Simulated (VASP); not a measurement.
# HfC (P6_3/mmc) in VASP: settings compared

Aim: see how the results for HfC move with the level of theory and the settings. Levels: PBEsol, LDA, BLYP. Tasks: single point.

All numbers are computed with VASP 6.6.1; they aren't measurements. Logs are shortened: lines on timing, memory, paths and dates and some standing lists are left out, and cuts for length are marked.

### Step 1. The cell of the first run

It takes space group P6_3/mmc (No. 194, hexagonal). Conventional cell: a = 3.343 Å, b = 3.343 Å, c = 5.203 Å, α = 90.00°, β = 90.00°, γ = 120.00°. Within 3.1 Å of Hf (site symmetry -6m2) lie 6 C at 2.33 Å. Within 3.1 Å of C (site symmetry -3m) lie 6 Hf at 2.33 Å and 2 C at 2.60 Å.

### Step 2. Single point, PBEsol

INCAR reads:

```
  PREC = Accurate
  ENCUT = 520
  EDIFF = 1E-6
  ISMEAR = -1
  SIGMA = 0.15
  LREAL = False
  LASPH = True
  NELM = 60
  ALGO = Normal
  ISIF = 2
  LWAVE = False
  LCHARG = True
  GGA = PS
  LELF = True
  LVHAR = True
  NBANDS = 22
```

KPOINTS reads:

```
regular mesh
0
Gamma
  7 7 4
```

POSCAR reads:

```
HfC
1.0
    3.3428660000      0.0000000000      0.0000000000
   -1.6714330000      2.8950070000      0.0000000000
    0.0000000000      0.0000000000      5.2027140000
Hf C
2 2
Direct
    0.6666666667      0.3333333333      0.7500000000
    0.3333333333      0.6666666667      0.2500000000
    0.0000000000      0.0000000000      0.0000000000
    0.0000000000      0.0000000000      0.5000000000
```

Potentials or basis: VASP PAW PBE potentials, release 64 (Hf_pv, C).

The run is started by

```console
$ cat potpaw_PBE.64/Hf_pv/POTCAR potpaw_PBE.64/C/POTCAR > POTCAR
$ mpirun -np 1 vasp_std > vasp.out
```

OUTCAR:

```text
PREC = Accurate
   ENCUT = 520
   EDIFF = 1E-6
   ISMEAR = -1
   LREAL = False
   LASPH = True
   NELM = 60
   ISIF = 2
   GGA = PS

 ion  position               nearest neighbor table
   1  0.667  0.333  0.750-   3 2.33   4 2.33   3 2.33   4 2.33   3 2.33   4 2.33   2 3.24   2 3.24
                             2 3.24   2 3.24   2 3.24   2 3.24
   2  0.333  0.667  0.250-   3 2.33   4 2.33   3 2.33   4 2.33   3 2.33   4 2.33   1 3.24   1 3.24
                             1 3.24   1 3.24   1 3.24   1 3.24
   3  0.000  0.000  0.000-   1 2.33   2 2.33   1 2.33   2 2.33   1 2.33   2 2.33
   4  0.000  0.000  0.500-   1 2.33   2 2.33   1 2.33   2 2.33   1 2.33   2 2.33

  LATTYP: Found a hexagonal cell.
 ALAT       =     3.3428660000
 C/A-ratio  =     1.5563633122

  Lattice vectors:

 A1 = (   3.3428660000,   0.0000000000,   0.0000000000)
 A2 = (  -1.6714330000,   2.8950070000,   0.0000000000)
 A3 = (   0.0000000000,   0.0000000000,   5.2027140000)

Analysis of symmetry for initial positions (statically):
=====================================================================
 Subroutine PRICEL returns:
 Original cell was already a primitive cell.

 Routine SETGRP: Setting up the symmetry group for a
 hexagonal supercell.

 Subroutine GETGRP returns: Found 24 space group operations
 (whereof 12 operations were pure point group operations)
 out of a pool of 24 trial point group operations.

The static configuration has the point symmetry D_3d.
 The point group associated with its full space group is D_6h.

Analysis of symmetry for dynamics (positions and initial velocities):
=====================================================================
 Subroutine PRICEL returns:
 Original cell was already a primitive cell.

 Routine SETGRP: Setting up the symmetry group for a
 hexagonal supercell.

 Subroutine GETGRP returns: Found 24 space group operations
 (whereof 12 operations were pure point group operations)
 out of a pool of 24 trial point group operations.

The dynamic configuration has the point symmetry D_3d.
 The point group associated with its full space group is D_6h.

 Subroutine INISYM returns: Found 24 space group operations
 (whereof 12 operations are pure point group operations),
 and found     1 'primitive' translations

----------------------------------------------------------------------------------------

                                     Primitive cell

  volume of cell :      50.3499

  direct lattice vectors                    reciprocal lattice vectors
     3.342866000  0.000000000  0.000000000     0.299144507  0.172711154  0.000000000
    -1.671433000  2.895007000  0.000000000     0.000000000  0.345422308  0.000000000
     0.000000000  0.000000000  5.202714000     0.000000000  0.000000000  0.192207375

  length of vectors
     3.342866000  3.342866106  5.202714000     0.345422319  0.345422308  0.192207375

  position of ions in fractional coordinates (direct lattice)
     0.666666667  0.333333333  0.750000000
     0.333333333  0.666666667  0.250000000
     0.000000000  0.000000000  0.000000000
     0.000000000  0.000000000  0.500000000

  ion indices of the primitive-cell ions
   primitive index   ion index
                 1           1
                 2           2
                 3           3
                 4           4

----------------------------------------------------------------------------------------

 KPOINTS: regular mesh

Automatic generation of k-mesh.
 Grid dimensions read from file:
 generate k-points for:    7    7    4

 Generating k-lattice:

  Cartesian coordinates                     Fractional coordinates (reciprocal lattice)
     0.042734930  0.024673022  0.000000000     0.142857143  0.000000000  0.000000000
     0.000000000  0.049346044  0.000000000     0.000000000  0.142857143  0.000000000
     0.000000000  0.000000000  0.048051844     0.000000000  0.000000000  0.250000000

  Length of vectors
     0.049346046  0.049346044  0.048051844

  Shift w.r.t. Gamma in fractional coordinates (k-lattice)
     0.000000000  0.000000000  0.000000000

 Subroutine IBZKPT returns following result:
 ===========================================

 Found     24 irreducible k-points:

 Following reciprocal coordinates:
            Coordinates               Weight
  0.000000  0.000000  0.000000      1.000000
  0.142857 -0.000000  0.000000      6.000000
  0.285714  0.000000  0.000000      6.000000
  0.428571  0.000000  0.000000      6.000000
  0.142857  0.142857  0.000000      6.000000
  0.285714  0.142857  0.000000     12.000000
[... 16 lines left out ...]
  0.428571  0.142857  0.500000      6.000000
  0.285714  0.285714  0.500000      6.000000
   k-points           NKPTS =     24   k-points in BZ     NKDIM =     24   number of bands    NBANDS=     22
   number of dos      NEDOS =    301   number of ions     NIONS =      4
   total plane-waves  NPLWV =  31360
   dimension x,y,z NGX =    28 NGY =   28 NGZ =   40
   dimension x,y,z NGXF=    56 NGYF=   56 NGZF=   80
   ions per type =               2   2
   NGX,Y,Z   is equivalent  to a cutoff of  13.92, 13.92, 12.78 a.u.
   NGXF,Y,Z  is equivalent  to a cutoff of  27.85, 27.85, 25.56 a.u.
 SYSTEM =  unknown system
   PREC   = accura    normal or accurate (medium, high low for compatibility)
   ISTART =      0    job   : 0-new  1-cont  2-samecut
   ICHARG =      2    charge: 1-file 2-atom 10-const
   ISPIN  =      1    spin polarized calculation?
   LNONCOLLINEAR =      F non collinear calculations
   LSORBIT =      F    spin-orbit coupling
   LASPH  =      T    aspherical Exc in radial PAW
   ENCUT  =  520.0 eV  38.22 Ry    6.18 a.u.   6.22  6.22  9.67*2*pi/ulx,y,z
   NELM   =     60;   NELMIN=  2; NELMDL= -5     # of ELM steps
   EDIFF  = 0.1E-05   stopping-criterion for ELM
   LREAL  =      F    real-space projection
   EDIFFG = 0.1E-04   stopping-criterion for IOM
   NSW    =      0    number of steps for IOM
   IBRION =     -1    ionic relax: 0-MD 1-quasi-New 2-CG
   NFREE  =      0    steps in history (QN), initial steepest desc. (CG)
   ISIF   =      2    stress and relaxation
   ISYM   =      2    0-nonsym 1-usesym 2-fastsym
   POTIM  = 0.5000    time-step for ionic-motion
   TEBEG  =    0.0;   TEEND  =   0.0 temperature during run
   PSTRESS=    0.0 pullay stress
   NELECT =      28.0000    total number of electrons
   NUPDOWN=      -1.0000    fix difference up-down
   EMIN   =  10.00;   EMAX   =-10.00  energy-range for DOS
   EFERMI =   0.00;   METHOD = LEGACY
   ISMEAR =    -1;   SIGMA  =   0.15  broadening in eV -4-tet -1-fermi 0-gaus
   EFERMI_NEDOS =   21; number of points for ismear=-14 and -15
   IALGO  =     38    algorithm
   IMIX   =      4    mixing-type and parameters
     AMIX     =   0.40;   BMIX     =  1.00
     AMIX_MAG =   1.60;   BMIX_MAG =  1.00
  volume/ion in A,a.u.               =      12.59        84.94
  Fermi-wavevector in a.u.,A,eV,Ry     =   1.346257  2.544057 24.659309  1.812408
  Thomas-Fermi vector in A             =   2.474104
   LORBIT       =      0    0 simple, 1 ext, 2 COOP (PROOUT), +10 PAW based schemes
   GGA     = PS    functional components
   LHFCALC =     F    Hartree Fock is set to
   AEXX    =    0.0000 exact exchange contribution
   IVDW    =     0    specifies the selected vdW correction
   LEPSILON=     F    determine dielectric tensor
   LRPA    =     F    only Hartree local field effects (RPA)
 non-spin polarized calculation
  energy-cutoff  :      520.00
  volume of cell :       50.35
 maximum number of plane-waves:      1375
 NGX is ok and might be reduce to    28
   NGX = 13   NGY = 13   NGZ = 19

 number of electron      28.0000002 magnetization

 Free energy of the ion-electron system (eV)
  ---------------------------------------------------
  ext. energy  EPLUGINS =         0.00000000
  ---------------------------------------------------
  free energy    TOTEN  =       -43.62160474 eV

  energy without entropy =      -43.57247158  energy(sigma->0) =      -43.59703816

 E-fermi :   6.1651     XC(G=0): -12.4124

 val. band max:        6.0594193993   @ k =   0.1429   0.1429   0.2500
 cond. band min:       6.2650728921   @ k =   0.2857   0.2857   0.0000
 fundamental gap:      0.2056534928
 Fermi energy:         6.1651496345

 k-point     1 :       0.0000    0.0000    0.0000
  band No.  band energies     occupation
      1     -24.2976      2.00000
      2     -23.7291      2.00000
      3     -23.7291      2.00000
      4     -23.6385      2.00000
      5     -23.6385      2.00000
      6     -23.5505      2.00000
[... 14 lines left out ...]
     21      10.2814      0.00000
     22      14.4108      0.00000

 k-point     2 :       0.1429   -0.0000    0.0000
  band No.  band energies     occupation
      1     -24.2506      2.00000
      2     -23.8219      2.00000
      3     -23.7635      2.00000
      4     -23.7244      2.00000
      5     -23.6433      2.00000
      6     -23.5690      2.00000
[... 14 lines left out ...]
     21      11.4363      0.00000
     22      13.5651      0.00000

 k-point     3 :       0.2857    0.0000    0.0000
  band No.  band energies     occupation
      1     -24.1291      2.00000
      2     -24.0318      2.00000
      3     -23.9036      2.00000
      4     -23.8312      2.00000
      5     -23.6631      2.00000
      6     -23.6261      2.00000
[... 14 lines left out ...]
     21      12.8590      0.00000
     22      13.0979      0.00000
[... 476 lines left out ...]
 k-point    23 :       0.4286    0.1429    0.5000
  band No.  band energies     occupation
      1     -24.2163      2.00000
      2     -24.2163      2.00000
      3     -23.8828      2.00000
      4     -23.8828      2.00000
      5     -23.6938      2.00000
      6     -23.6938      2.00000
[... 14 lines left out ...]
     21      14.1822      0.00000
     22      14.1855      0.00000

 k-point    24 :       0.2857    0.2857    0.5000
  band No.  band energies     occupation
      1     -24.1566      2.00000
      2     -24.1566      2.00000
      3     -23.9828      2.00000
      4     -23.9828      2.00000
      5     -23.6754      2.00000
      6     -23.6754      2.00000
[... 14 lines left out ...]
     21      13.5152      0.00000
     22      13.5152      0.00000

------------------------ aborting loop because EDIFF is reached ----------------------------------------

  FORCE on cell =-STRESS in cart. coord.  units (eV):
  Direction    XX          YY          ZZ          XY          YZ          ZX
  --------------------------------------------------------------------------------------
  -------------------------------------------------------------------------------------
  Total       -2.9868588     -2.9868591     -1.3726211      0.0000000     -0.0000000     -0.0000000
  in kB      -95.0444445    -95.0444525    -43.6779969      0.0000000     -0.0000000     -0.0000000
  external PRESSURE =     -77.9222980 kB  Pullay stress =       0.0000000 kB

 VOLUME and BASIS-vectors are now :
 -----------------------------------------------------------------------------
  energy-cutoff  :      520.00
  volume of cell :       50.35
      direct lattice vectors                 reciprocal lattice vectors
     3.342866000  0.000000000  0.000000000     0.299144507  0.172711154  0.000000000
    -1.671433000  2.895007000  0.000000000     0.000000000  0.345422308  0.000000000
     0.000000000  0.000000000  5.202714000     0.000000000  0.000000000  0.192207375

 POSITION                                       TOTAL-FORCE (eV/Angst)
 -----------------------------------------------------------------------------------
      1.67143      0.96500      3.90204        -0.000000     -0.000000      0.000000
     -0.00000      1.93000      1.30068         0.000000      0.000000      0.000000
      0.00000      0.00000      0.00000         0.000000      0.000000      0.000000
      0.00000      0.00000      2.60136         0.000000      0.000000      0.000000
 -----------------------------------------------------------------------------------
    total drift:                               -0.000000      0.000000     -0.000000

  FREE ENERGIE OF THE ION-ELECTRON SYSTEM (eV)
  ---------------------------------------------------
  free  energy   TOTEN  =       -43.6216047418 eV

  energy  without entropy=      -43.5724715765  energy(sigma->0) =      -43.59703816
```

It took 14 s on 1 thread of Intel Xeon 6975P-C (Granite Rapids), shared host; peak memory 0.18 GiB.

What came out:

```yaml
Free_energy: -43.6216 eV
Pressure: -7.8 GPa
Band_gap_on_the_k_mesh: zero (band 14 reaches 7.25 eV, above the bottom of band 15 at 6.06 eV)
```

Caveat: the PAW data sets were made with another functional, which shifts forces and pressure a little; spin-orbit coupling is left out, which moves the levels of the heavy elements.

### Step 3. Single point, LDA

INCAR reads:

```
ALGO     = Normal         # electronic algorithm
EDIFF    = 1E-7           # SCF threshold, eV
ENCUT    = 520            # plane-wave cutoff, eV
GGA      = CA             # functional
ISIF     = 2              # what is computed and relaxed
ISMEAR   = -1             # smearing method
LASPH    = True           # aspherical terms in the spheres
LCHARG   = False          # write CHGCAR
LREAL    = False          # projectors in reciprocal space
LWAVE    = False          # write WAVECAR
NBANDS   = 22             # bands
NELM     = 80             # most SCF steps
PREC     = Accurate       # precision mode
SIGMA    = 0.15           # smearing width, eV
```

KPOINTS reads:

```
k-points
0
Gamma
  7 7 4
```

POSCAR is that of step 2.

Potentials or basis: VASP PAW LDA potentials, release 64 (Hf_pv, C).

The run is started by

```console
$ cat potpaw_LDA.64/Hf_pv/POTCAR potpaw_LDA.64/C/POTCAR > POTCAR
$ mpirun -np 1 vasp_std > vasp.out
```

Wall time 14 s (1 thread of Intel Xeon 6975P-C (Granite Rapids), shared host); peak memory 0.16 GiB.

Results (log left out):

```yaml
Free_energy: -44.9668 eV
Pressure: -12.3 GPa
Band_gap_on_the_k_mesh: zero (band 14 reaches 7.27 eV, above the bottom of band 15 at 6.09 eV)
```

Stress tensor (GPa, compression positive):
```
-14.04   0.00   0.00
  0.00 -14.04   0.00
  0.00   0.00  -8.80
```

Levels at points of the mesh, in eV from the Fermi level:
```
           k point  band 11  band 12  band 13  band 14  band 15  band 16  band 17  band 18
(0.00, 0.00, 0.00)    -2.99    -1.09    -1.09     1.08     1.48     1.48     1.96     1.96
(0.00, 0.00, 0.50)    -2.55    -2.55    -2.55    -2.55     4.00     4.00     4.00     4.00
```

Caveat: spin-orbit coupling is left out, which moves the levels of the heavy elements.

### Step 4. Single point, BLYP

INCAR reads:

```
PREC = Accurate ; ENCUT = 520
EDIFF = 1E-6 ; ISMEAR = -1
SIGMA = 0.15 ; LREAL = F
LASPH = T ; NELM = 100
ALGO = Normal ; ISIF = 2
LWAVE = F ; LCHARG = F
GGA = B5 ; ALDAX = 1.0
AGGAX = 1.0 ; AGGAC = 1.0
ALDAC = 0.0 ; NBANDS = 22
```

KPOINTS reads:

```
Automatic mesh
0
Gamma
  7 7 4
```

POSCAR is that of step 3.

Potentials or basis: VASP PAW PBE potentials, release 64 (Hf_pv, C).

The run is started by

```console
$ cat potpaw_PBE.64/Hf_pv/POTCAR potpaw_PBE.64/C/POTCAR > POTCAR
$ mpirun -np 1 vasp_std > vasp.out
```

Wall time 24 s (1 thread of Intel Xeon 6975P-C (Granite Rapids), shared host); peak memory 0.18 GiB.

Results (log left out):

```yaml
Free_energy: -37.3802 eV
Pressure: 6.8 GPa
Band_gap_on_the_k_mesh: zero (band 14 reaches 8.02 eV, above the bottom of band 15 at 6.79 eV)
```

Stress tensor (GPa, compression positive):
```
 4.05  0.00  0.00
 0.00  4.05  0.00
 0.00  0.00 12.22
```

Levels at points of the mesh, in eV from the Fermi level:
```csv
k point,band 12,band 13,band 14,band 15,band 16,band 17
"(0.00, 0.00, 0.00)",-1.22,-1.22,1.14,1.48,1.48,1.94
"(0.00, 0.00, 0.50)",-2.63,-2.63,-2.63,3.94,3.94,3.94
```

Caveat: the PAW data sets were made with another functional, which shifts forces and pressure a little; spin-orbit coupling is left out, which moves the levels of the heavy elements.

### Step 5. Summary

```tsv
level	potentials or basis	gap on the mesh (eV)	pressure (GPa)
PBEsol	VASP PAW PBE potentials, release 64 (Hf_pv, C)	none	-7.8
LDA	VASP PAW LDA potentials, release 64 (Hf_pv, C)	none	-12.3
BLYP	VASP PAW PBE potentials, release 64 (Hf_pv, C)	none	6.8
```

Alike in all rows: task single point; no spin polarisation; cell as given; k mesh 7 × 7 × 4; cutoff (eV) 520; smearing fermi-dirac 0.15 eV.

Caveats: spin-orbit coupling is left out, which moves the levels of the heavy elements; the PAW data sets were made with another functional, which shifts forces and pressure a little (some runs).

Total energies depend on the potentials used, so only differences within one code and one set of settings carry meaning.
